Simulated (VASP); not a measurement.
# Mo12N in VASP: single point with PBE

Aim: the single point of Mo12N with PBE.

Everything below comes from runs of VASP 6.6.1. Logs are shortened: lines on timing, memory, paths and dates and some standing lists are left out, and cuts for length are marked.

### 1 The cell of the first run

The cell holds a slab with vacuum, 13 atoms: a = 5.474 Å, b = 5.474 Å, c = 19.808 Å, α = 90.00°, β = 90.00°, γ = 109.47°.

### 2 Single point, PBE

Input file INCAR:

```
ALGO = Normal ; DIPOL = 0.5 0.5 0.326
EDIFF = 1E-7 ; ENCUT = 520
GGA = PE ; IDIPOL = 3
ISIF = 2 ; ISMEAR = 0
LASPH = True ; LCHARG = False
LDIPOL = True ; LREAL = False
LWAVE = False ; NBANDS = 98
NELM = 100 ; PREC = Accurate
SIGMA = 0.1
```

Input file KPOINTS:

```
k-points
0
Gamma
  5 5 1
```

Input file POSCAR:

```
Mo12N
1.0
    5.4740406976      0.0000000000      0.0000000000
   -1.8246802325      5.1609750637      0.0000000000
    0.0000000000      0.0000000000     19.8082144129
Mo N
12 1
Direct
    0.2500000000      0.2500000000      0.2019364248
    0.2500000000      0.7500000000      0.2019364248
    0.7500000000      0.2500000000      0.2019364248
    0.7500000000      0.7500000000      0.2019364248
    0.0000000000      0.0000000000      0.3106872619
    0.0000000000      0.5000000000      0.3106872619
    0.5000000000      0.0000000000      0.3106872619
    0.5000000000      0.5000000000      0.3106872619
    0.2500000000      0.2500000000      0.4194327787
    0.2500000000      0.7500000000      0.4194327787
    0.7500000000      0.2500000000      0.4194327787
    0.7500000000      0.7500000000      0.4194327787
    0.3333333333      0.3333333333      0.5033886733
```

Potentials or basis: VASP PAW PBE potentials, release 64 (Mo_sv, N).

On the command line:

```console
$ cat potpaw_PBE.64/Mo_sv/POTCAR potpaw_PBE.64/N/POTCAR > POTCAR
$ mpirun -np 1 vasp_std > vasp.out
```

OUTCAR:

```text
EDIFF = 1E-7
   ENCUT = 520
   GGA = PE
   ISIF = 2
   ISMEAR = 0
   LASPH = True
   LREAL = False
   NELM = 100
   PREC = Accurate

 ion  position               nearest neighbor table
   1  0.250  0.250  0.202-   5 2.67   8 2.67   3 2.74   3 2.74   2 2.74   2 2.74   7 3.10   6 3.10
                             4 3.16   4 3.16
   2  0.250  0.750  0.202-   6 2.67   7 2.67   4 2.74   4 2.74   1 2.74   1 2.74   5 3.10   8 3.10
                             3 3.16   3 3.16
   3  0.750  0.250  0.202-   6 2.67   7 2.67   1 2.74   1 2.74   4 2.74   4 2.74   5 3.10   8 3.10
                             2 3.16   2 3.16
   4  0.750  0.750  0.202-   5 2.67   8 2.67   2 2.74   2 2.74   3 2.74   3 2.74   7 3.10   6 3.10
                             1 3.16   1 3.16
   5  0.000  0.000  0.311-   9 2.67  12 2.67   1 2.67   4 2.67   7 2.74   7 2.74   6 2.74   6 2.74
                            11 3.10  10 3.10   3 3.10   2 3.10   8 3.16   8 3.16
   6  0.000  0.500  0.311-  10 2.67  11 2.67   2 2.67   3 2.67   8 2.74   8 2.74   5 2.74   5 2.74
                             9 3.10  12 3.10   1 3.10   4 3.10   7 3.16   7 3.16
   7  0.500  0.000  0.311-  10 2.67  11 2.67   2 2.67   3 2.67   5 2.74   5 2.74   8 2.74   8 2.74
                             9 3.10  12 3.10   1 3.10   4 3.10   6 3.16   6 3.16
   8  0.500  0.500  0.311-   9 2.67  12 2.67   1 2.67   4 2.67   6 2.74   6 2.74   7 2.74   7 2.74
                            11 3.10  10 3.10   3 3.10   2 3.10   5 3.16   5 3.16
   9  0.250  0.250  0.419-  13 1.74   8 2.67   5 2.67  11 2.74  11 2.74  10 2.74  10 2.74   6 3.10
                             7 3.10  12 3.16  12 3.16
  10  0.250  0.750  0.419-   6 2.67   7 2.67  12 2.74  12 2.74   9 2.74   9 2.74   5 3.10   8 3.10
                            11 3.16  11 3.16
  11  0.750  0.250  0.419-   6 2.67   7 2.67   9 2.74   9 2.74  12 2.74  12 2.74   5 3.10   8 3.10
                            10 3.16  10 3.16
  12  0.750  0.750  0.419-   5 2.67   8 2.67  10 2.74  10 2.74  11 2.74  11 2.74   7 3.10   6 3.10
                             9 3.16   9 3.16
  13  0.333  0.333  0.503-   9 1.74

  LATTYP: Found a base centered orthorhombic cell.
 ALAT       =     6.3208777407
 B/A-ratio  =     1.4142135624
 C/A-ratio  =     3.1337759130

  Lattice vectors:

 A1 = (   5.4740406976,   0.0000000000,   0.0000000000)
 A2 = (  -1.8246802325,   5.1609750637,   0.0000000000)
 A3 = (   0.0000000000,   0.0000000000,  19.8082144129)

Analysis of symmetry for initial positions (statically):
=====================================================================
 Subroutine PRICEL returns:
 Original cell was already a primitive cell.

 Routine SETGRP: Setting up the symmetry group for a
 base centered orthorhombic supercell.

 Subroutine GETGRP returns: Found  2 space group operations
 (whereof  2 operations were pure point group operations)
 out of a pool of  8 trial point group operations.

The static configuration has the point symmetry C_1h.

Analysis of symmetry for dynamics (positions and initial velocities):
=====================================================================
 Subroutine PRICEL returns:
 Original cell was already a primitive cell.

 Routine SETGRP: Setting up the symmetry group for a
 base centered orthorhombic supercell.

 Subroutine GETGRP returns: Found  2 space group operations
 (whereof  2 operations were pure point group operations)
 out of a pool of  8 trial point group operations.

The dynamic configuration has the point symmetry C_1h.

 Subroutine INISYM returns: Found  2 space group operations
 (whereof  2 operations are pure point group operations),
 and found     1 'primitive' translations

----------------------------------------------------------------------------------------

                                     Primitive cell

  volume of cell :     559.6095

  direct lattice vectors                    reciprocal lattice vectors
     5.474040698  0.000000000  0.000000000     0.182680410  0.064587278  0.000000000
    -1.824680232  5.160975064  0.000000000     0.000000000  0.193761835  0.000000000
     0.000000000  0.000000000 19.808214413     0.000000000  0.000000000  0.050484106

  length of vectors
     5.474040698  5.474040698 19.808214413     0.193761835  0.193761835  0.050484106

  position of ions in fractional coordinates (direct lattice)
     0.250000000  0.250000000  0.201936425
     0.250000000  0.750000000  0.201936425
[... 51 lines left out ...]

 Found      9 irreducible k-points:

 Following reciprocal coordinates:
            Coordinates               Weight
  0.000000  0.000000  0.000000      1.000000
  0.200000  0.000000  0.000000      4.000000
  0.400000  0.000000  0.000000      4.000000
  0.200000  0.200000  0.000000      2.000000
  0.400000  0.200000  0.000000      4.000000
 -0.400000  0.200000  0.000000      4.000000
 -0.200000  0.200000  0.000000      2.000000
  0.400000  0.400000  0.000000      2.000000
 -0.400000  0.400000  0.000000      2.000000
   k-points           NKPTS =      9   k-points in BZ     NKDIM =      9   number of bands    NBANDS=     98
   number of dos      NEDOS =    301   number of ions     NIONS =     13
   total plane-waves  NPLWV = 264600
   dimension x,y,z NGX =    42 NGY =   42 NGZ =  150
   dimension x,y,z NGXF=    84 NGYF=   84 NGZF=  300
   ions per type =              12   1
   NGX,Y,Z   is equivalent  to a cutoff of  12.76, 12.76, 12.59 a.u.
   NGXF,Y,Z  is equivalent  to a cutoff of  25.51, 25.51, 25.18 a.u.
 SYSTEM =  unknown system
   PREC   = accura    normal or accurate (medium, high low for compatibility)
   ISTART =      0    job   : 0-new  1-cont  2-samecut
   ICHARG =      2    charge: 1-file 2-atom 10-const
   ISPIN  =      1    spin polarized calculation?
   LNONCOLLINEAR =      F non collinear calculations
   LSORBIT =      F    spin-orbit coupling
   LASPH  =      T    aspherical Exc in radial PAW
   ENCUT  =  520.0 eV  38.22 Ry    6.18 a.u.  10.18 10.18 36.83*2*pi/ulx,y,z
   NELM   =    100;   NELMIN=  2; NELMDL= -5     # of ELM steps
   EDIFF  = 0.1E-06   stopping-criterion for ELM
   LREAL  =      F    real-space projection
   EDIFFG = 0.1E-05   stopping-criterion for IOM
   NSW    =      0    number of steps for IOM
   IBRION =     -1    ionic relax: 0-MD 1-quasi-New 2-CG
   NFREE  =      0    steps in history (QN), initial steepest desc. (CG)
   ISIF   =      2    stress and relaxation
   ISYM   =      2    0-nonsym 1-usesym 2-fastsym
   POTIM  = 0.5000    time-step for ionic-motion
   TEBEG  =    0.0;   TEEND  =   0.0 temperature during run
   PSTRESS=    0.0 pullay stress
   NELECT =     173.0000    total number of electrons
   NUPDOWN=      -1.0000    fix difference up-down
   EMIN   =  10.00;   EMAX   =-10.00  energy-range for DOS
   EFERMI =   0.00;   METHOD = LEGACY
   ISMEAR =     0;   SIGMA  =   0.10  broadening in eV -4-tet -1-fermi 0-gaus
   EFERMI_NEDOS =   21; number of points for ismear=-14 and -15
   IALGO  =     38    algorithm
   IMIX   =      4    mixing-type and parameters
     AMIX     =   0.40;   BMIX     =  1.00
     AMIX_MAG =   1.60;   BMIX_MAG =  1.00
  volume/ion in A,a.u.               =      43.05       290.49
  Fermi-wavevector in a.u.,A,eV,Ry     =   1.106951  2.091835 16.671777  1.225341
  Thomas-Fermi vector in A             =   2.243459
   LORBIT       =      0    0 simple, 1 ext, 2 COOP (PROOUT), +10 PAW based schemes
   GGA     = PE    functional components
   LHFCALC =     F    Hartree Fock is set to
   AEXX    =    0.0000 exact exchange contribution
   IVDW    =     0    specifies the selected vdW correction
   LEPSILON=     F    determine dielectric tensor
   LRPA    =     F    only Hartree local field effects (RPA)
 non-spin polarized calculation
 Gauss-broadening in eV      SIGMA  =   0.10
  energy-cutoff  :      520.00
  volume of cell :      559.61
 maximum number of plane-waves:     15102
 NGX is ok and might be reduce to    42
   NGX = 21   NGY = 21   NGZ = 73

 dipolmoment           0.000000      0.000000     -0.060402 electrons x Angstroem

 number of electron     172.9999984 magnetization

 dipolmoment           0.000000      0.000000      0.150204 electrons x Angstroem

 Free energy of the ion-electron system (eV)
  ---------------------------------------------------
  ext. energy  EPLUGINS =         0.00000000
  ---------------------------------------------------
  free energy    TOTEN  =      -128.96491596 eV

  energy without entropy =     -128.89958708  energy(sigma->0) =     -128.93225152

 E-fermi :   1.0283     XC(G=0):  -5.6438

 val. band max:        1.0102673683   @ k =  -0.2000   0.2000   0.0000
 cond. band min:       1.0353403928   @ k =   0.4000   0.0000   0.0000
 fundamental gap:      0.0250730245
 Fermi energy:         1.0282555545

 k-point     1 :       0.0000    0.0000    0.0000
  band No.  band energies     occupation
      1     -60.2027      2.00000
      2     -60.0284      2.00000
      3     -60.0017      2.00000
      4     -59.9862      2.00000
      5     -59.9554      2.00000
      6     -59.8890      2.00000
[... 898 lines left out ...]
     97       1.8002      0.00000
     98       1.9271      0.00000

------------------------ aborting loop because EDIFF is reached ----------------------------------------

 vacuum level on the upper side and lower side of the slab       (xc-potential included)         0.426        -0.546

  FORCE on cell =-STRESS in cart. coord.  units (eV):
  Direction    XX          YY          ZZ          XY          YZ          ZX
  --------------------------------------------------------------------------------------
  -------------------------------------------------------------------------------------
  Total       -8.1055415     -7.6689621      3.3670020      0.6174165      1.5322272      1.0834479
  in kB      -23.2063857    -21.9564470      9.6398181      1.7676803      4.3868081      3.1019409
  external PRESSURE =     -11.8410048 kB  Pullay stress =       0.0000000 kB

 VOLUME and BASIS-vectors are now :
 -----------------------------------------------------------------------------
  energy-cutoff  :      520.00
  volume of cell :      559.61
      direct lattice vectors                 reciprocal lattice vectors
     5.474040698  0.000000000  0.000000000     0.182680410  0.064587278  0.000000000
    -1.824680232  5.160975064  0.000000000     0.000000000  0.193761835  0.000000000
     0.000000000  0.000000000 19.808214413     0.000000000  0.000000000  0.050484106

 POSITION                                       TOTAL-FORCE (eV/Angst)
 -----------------------------------------------------------------------------------
      0.91234      1.29024      4.00000         0.026591      0.037605      0.124423
      0.00000      3.87073      4.00000        -0.055023      0.019405     -0.259756
      3.64936      1.29024      4.00000         0.036636     -0.045408     -0.259756
      2.73702      3.87073      4.00000         0.127378      0.180139      0.445942
      0.00000      0.00000      6.15416        -0.391935     -0.554280     -1.021750
     -0.91234      2.58049      6.15416        -0.083811     -0.082483      0.150307
      2.73702      0.00000      6.15416        -0.049829     -0.106512      0.150307
      1.82468      2.58049      6.15416         0.270102      0.381982     -0.939573
      0.91234      1.29024      8.30821        -0.423906     -0.599493      1.272210
      0.00000      3.87073      8.30821        -0.070261     -0.279462      0.293012
      3.64936      1.29024      8.30821        -0.240059     -0.159397      0.293012
      2.73702      3.87073      8.30821         0.181715      0.256984     -0.308640
      1.21645      1.72033      9.97123         0.672402      0.950921      0.060262
 -----------------------------------------------------------------------------------
    total drift:                               -0.000001     -0.000002      0.000730

  FREE ENERGIE OF THE ION-ELECTRON SYSTEM (eV)
  ---------------------------------------------------
  free  energy   TOTEN  =      -128.9649159610 eV

  energy  without entropy=     -128.8995870807  energy(sigma->0) =     -128.93225152

 vacuum level on the upper side and lower side of the slab         6.603         5.617
```

It took 25 min on 1 thread of Intel Xeon Platinum 8488C (Sapphire Rapids), shared host; peak memory 0.74 GiB.

What came out:

- Free energy: -128.9649 eV
- Largest force: 1.469 eV/Å

Forces on the atoms (eV/Å):
```
Mo   0.027  0.038  0.124
Mo  -0.055  0.019 -0.260
Mo   0.037 -0.045 -0.260
Mo   0.127  0.180  0.446
Mo  -0.392 -0.554 -1.022
Mo  -0.084 -0.082  0.150
Mo  -0.050 -0.107  0.150
Mo   0.270  0.382 -0.940
Mo  -0.424 -0.599  1.272
Mo  -0.070 -0.279  0.293
Mo  -0.240 -0.159  0.293
Mo   0.182  0.257 -0.309
N    0.672  0.951  0.060
```
